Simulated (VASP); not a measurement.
# CO in VASP: further runs, part 2 of 2

VASP 6.6.1. Earlier steps stand in the parts before.

### 5 Single point, PBE+D3(BJ)

File INCAR:

```
SYSTEM = CO
PREC = Accurate ; ENCUT = 520
EDIFF = 1E-7 ; ISMEAR = -1
SIGMA = 0.05 ; LREAL = Auto
LASPH = .True. ; NELM = 60
ALGO = Normal ; ISIF = 2
LWAVE = .False. ; LCHARG = .False.
GGA = PE ; IVDW = 12
NBANDS = 54
```

File KPOINTS:

```
regular mesh
0
Gamma
  1 1 1
  0 0 0
```

File POSCAR:

```
CO
1.0
    7.7417530000      0.0000000000      0.0000000000
    0.0000000000      7.7417530000      0.0000000000
    0.0000000000      0.0000000000      7.7417530000
O C
8 8
Direct
    0.1750637097      0.1148706243      0.2296895806
    0.1366098867      1.0667609778      0.9328765720
    0.7055895480      0.8567568611     -0.0048180302
    0.0836244711      0.5964540589      0.1356281969
    0.6386538036      0.4684727090      0.2288887284
    0.6570863214      0.1035553576      0.5142892056
    0.7874831450      0.6501628249      0.6215129829
    0.2346755315      0.4616525482      0.6883712255
    0.2634545432      0.0349016560      0.3206121404
    0.1025090829      1.0922719958      0.8005551198
    0.7433716886      0.9938188418     -0.0650627836
    0.0148286829      0.7004873444      0.0534891775
    0.5297379030      0.4446667312      0.3144119943
    0.7103817443      0.0505570250      0.3930892654
    0.6429293210      0.6566600614      0.5831108277
    0.1658926602      0.5377851760      0.5868955003
```

Potentials or basis: VASP PAW PBE potentials, release 64 (O, C).

Run with:

```bash
cat potpaw_PBE.64/O/POTCAR potpaw_PBE.64/C/POTCAR > POTCAR
mpirun -np 1 vasp_gam > vasp.out
```

OUTCAR:

```text
SYSTEM = CO
   PREC = Accurate
   ENCUT = 520
   EDIFF = 1E-7
   ISMEAR = -1
   LREAL = Auto
   LASPH = .True.
   NELM = 60
   ISIF = 2
   GGA = PE
   IVDW = 12
 IVDW          = 12

 ion  position               nearest neighbor table
   1  0.175  0.115  0.230-   9 1.16
   2  0.137  0.067  0.933-  10 1.08
   3  0.706  0.857  0.995-  11 1.20
   4  0.084  0.596  0.136-  12 1.16
   5  0.639  0.468  0.229-  13 1.09
   6  0.657  0.104  0.514-  14 1.10
[... 8 lines left out ...]
  15  0.643  0.657  0.583-   7 1.16
  16  0.166  0.538  0.587-   8 1.12

  LATTYP: Found a simple cubic cell.
 ALAT       =     7.7417530000

  Lattice vectors:

 A1 = (   7.7417530000,   0.0000000000,   0.0000000000)
 A2 = (   0.0000000000,   7.7417530000,   0.0000000000)
 A3 = (   0.0000000000,   0.0000000000,   7.7417530000)

Analysis of symmetry for initial positions (statically):
=====================================================================
 Subroutine PRICEL returns:
 Original cell was already a primitive cell.

 Routine SETGRP: Setting up the symmetry group for a
[... 178 lines left out ...]

 k-point     1 :       0.0000    0.0000    0.0000
  band No.  band energies     occupation
      1     -27.4624      2.00000
      2     -27.4454      2.00000
      3     -27.1895      2.00000
      4     -26.7292      2.00000
      5     -26.3863      2.00000
      6     -26.2324      2.00000
[... 44 lines left out ...]
     51       1.0606      0.00000
     52       1.0859      0.00000
 [bands above 52 left out]

------------------------ aborting loop because EDIFF is reached ----------------------------------------

 Edisp (eV)   -0.72556

 E8    (eV) :    -0.1865

  FORCE on cell =-STRESS in cart. coord.  units (eV):
  Direction    XX          YY          ZZ          XY          YZ          ZX
  --------------------------------------------------------------------------------------
  -------------------------------------------------------------------------------------
  Total       5.01743    -3.22625    18.32833    -1.37838     1.48127    -2.56757
  in kB      17.32504   -11.14015    63.28715    -4.75950     5.11476    -8.86574
  external pressure =       23.16 kB  Pullay stress =        0.00 kB

 VOLUME and BASIS-vectors are now :
 -----------------------------------------------------------------------------
  energy-cutoff  :      520.00
  volume of cell :      464.00
      direct lattice vectors                 reciprocal lattice vectors
     7.741753000  0.000000000  0.000000000     0.129169711  0.000000000  0.000000000
     0.000000000  7.741753000  0.000000000     0.000000000  0.129169711  0.000000000
     0.000000000  0.000000000  7.741753000     0.000000000  0.000000000  0.129169711

 POSITION                                       TOTAL-FORCE (eV/Angst)
 -----------------------------------------------------------------------------------
      1.35530      0.88930      1.77820         1.190463     -0.840853      2.041599
      1.05760      0.51685      7.22210         2.426258     -1.908451      8.397952
      5.46250      6.63280      7.70445         0.900057      4.562099     -2.019646
      0.64740      4.61760      1.05000        -0.679623      0.924151     -0.733476
      4.94430      3.62680      1.77200         6.049123      1.327404     -4.830909
      5.08700      0.80170      3.98150        -1.855701      1.875543      4.334625
[... 8 lines left out ...]
      4.97740      5.08370      4.51430         1.654469      0.063495      0.613584
      1.28430      4.16340      4.54360        -1.499302      1.730002     -2.383785
 -----------------------------------------------------------------------------------
    total drift:                                0.004171     -0.008748      0.016258

  FREE ENERGIE OF THE ION-ELECTRON SYSTEM (eV)
  ---------------------------------------------------
  free  energy   TOTEN  =      -117.7803597821 eV

  energy  without entropy=     -117.7803597820  energy(sigma->0) =     -117.78035978
```

Run time: 44 s. Hardware: 1 thread of Intel Xeon 6975P-C (Granite Rapids), shared host; peak memory 0.41 GiB.

What came out:

```
Free energy                : -117.7804 eV
Pressure                   : 2.3 GPa
Largest force              : 9.854 eV/Å
Band gap on the k mesh     : 5.77 eV
Dispersion energy per atom : -0.045 eV
```

Forces on the atoms (eV/Å):
```
O    1.190 -0.841  2.042
O    2.426 -1.908  8.398
O    0.900  4.562 -2.020
O   -0.680  0.924 -0.733
O    6.049  1.327 -4.831
O   -1.856  1.876  4.335
O   -1.657  0.053 -0.388
O    1.574 -1.700  2.354
C   -1.113  0.993 -1.100
C   -2.391  1.801 -9.388
C   -1.454 -4.372  1.979
C    1.057 -1.220  0.812
C   -6.127 -1.395  4.572
C    1.925 -1.894 -4.260
C    1.654  0.063  0.614
C   -1.499  1.730 -2.384
```

Stress tensor (GPa, compression positive):
```
 1.73 -0.48 -0.89
-0.48 -1.11  0.51
-0.89  0.51  6.33
```

Caveat: the k points lie up to 0.81 Å⁻¹ apart.

### 6 Single point, PBE+D3(BJ)

This run uses another cell than the first one, of 34.16 Å³/atom, 1.178 times its volume.

File INCAR:

```
SYSTEM = CO
ALGO = Normal
EDIFF = 1E-7
ENCUT = 520
GGA = PE
ISIF = 2
ISMEAR = -1
IVDW = 12
LASPH = .True.
LCHARG = .False.
LREAL = Auto
LWAVE = .False.
NBANDS = 54
NELM = 80
PREC = Accurate
SIGMA = 0.05
```

File KPOINTS:

```
k-points
0
Gamma
  1 1 1
  0 0 0
```

File POSCAR:

```
CO
1.0
    8.0666560000      0.0000000000      0.0000000000
    0.0000000000      7.7977050000      0.0000000000
    0.0000000000      0.0000000000      8.6881510000
O C
8 8
Direct
    0.1743845281      0.0778434167      0.1837214846
    0.1267315725      1.1256645385      0.9168464038
    0.7533605003      0.9940232415     -0.0803623234
    0.0118884455      0.6219265797      0.1214412595
    0.7214017804      0.2962923065      0.2655340590
    0.7041703526      0.0932069115      0.5049866191
    0.6954182749      0.5683851851      0.6617173205
    0.2272688956      0.4194695747      0.6304448438
    0.2758763979     -0.0125806247      0.2461743586
    0.1287026495      1.0254683910      0.8276329451
    0.6172322211      0.9710805936     -0.1159280036
    0.0485579154      0.5527523803      0.0159872912
    0.6468727562      0.4135960517      0.2504100124
    0.6758686623      0.0227118107      0.3905203765
    0.7275133587      0.6252993669      0.5433492120
    0.1421530805      0.5172804049      0.5687631350
```

Potentials or basis: VASP PAW PBE potentials, release 64 (O, C).

Run with:

```bash
cat potpaw_PBE.64/O/POTCAR potpaw_PBE.64/C/POTCAR > POTCAR
mpirun -np 1 vasp_gam > vasp.out
```

Wall time 65 s (1 thread of Intel Xeon 6975P-C (Granite Rapids), shared host); peak memory 0.49 GiB.

Results (log left out):

| Item | Value |
| --- | --- |
| Free energy | -117.9456 eV |
| Pressure | 0.7 GPa |
| Largest force | 6.402 eV/Å |
| Band gap on the k mesh | 5.76 eV |
| Dispersion energy per atom | -0.036 eV |

Forces in eV/Å, atoms in the order of the input:
```
O    4.112 -3.537  3.401
O   -0.168  4.069  3.188
O   -1.246 -0.206 -0.318
O   -1.390  2.546  4.343
O    3.156 -3.838  0.108
O   -0.326 -0.975 -1.041
O    0.131  0.243 -0.560
O   -0.910  1.035 -0.744
C   -4.007  3.412 -2.603
C    0.094 -3.959 -3.997
C    1.176  0.201  0.359
C    1.389 -2.524 -4.360
C   -3.076  4.565 -0.744
C    0.251  0.232  1.587
C   -0.120 -0.222  0.640
C    0.934 -1.042  0.740
```

Stress tensor (GPa, compression positive):
```
-1.04 -0.08 -1.14
-0.08  1.68  1.57
-1.14  1.57  1.55
```

Levels at points of the mesh, in eV from the valence-band top:
```csv
k point,band 36,band 37,band 38,band 39,band 40,band 41,band 42,band 43,band 44,band 45
"(0.00, 0.00, 0.00)",-0.50,-0.36,-0.10,-0.06,0.00,5.76,5.77,6.02,6.08,6.27
```

Caveat: the k points lie up to 0.81 Å⁻¹ apart.
